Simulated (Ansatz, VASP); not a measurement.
# One calculation of EuS, two programs

```
CELL_PARAMETERS angstrom
0.00000 2.97850 2.97850
2.97850 0.00000 2.97850
2.97850 2.97850 0.00000
ATOMIC_POSITIONS crystal
Eu 0.00000 0.00000 0.00000
S 0.50000 0.50000 0.50000
```

Alike in both runs: task single point; functional PBE; k mesh 4 × 4 × 4; occupations gaussian, width 0.05 eV; collinear spin; Hubbard terms Eu f U = 6.0 eV.

```csv
,VASP,Ansatz
version,VASP 6.6.1,Ansatz 0.2.0
potentials or method,"VASP PAW PBE potentials, release 64 (Eu, S), cutoff 600 eV","scalar-relativistic, plane waves, PAW"
valence electrons in the cell,23,23
```

|  | VASP | Ansatz | Ansatz less VASP |
| --- | --- | --- | --- |
| gap on the k mesh at the Fermi level (eV) | 0.41 | 0.70 | +0.284 |
| least direct gap on the mesh (eV) | 0.68 | 1.11 | +0.431 |
| pressure (GPa) | 1.2 | 0.9 | -0.29 |
| net moment per atom (μB) | 3.50 | 3.50 | 0.000 |
| size of the moment on the site where the two differ most (μB) | 6.72 | 6.86 | +0.143 |

Site moments also hang on the region over which each program counts them. The programs project onto different local orbitals, so the same U acts differently, and such runs can settle in different states. Ansatz's warnings: stability check not made.

The k mesh is coarse, so the values compare programs but aren't converged. Spin-orbit coupling is off throughout.
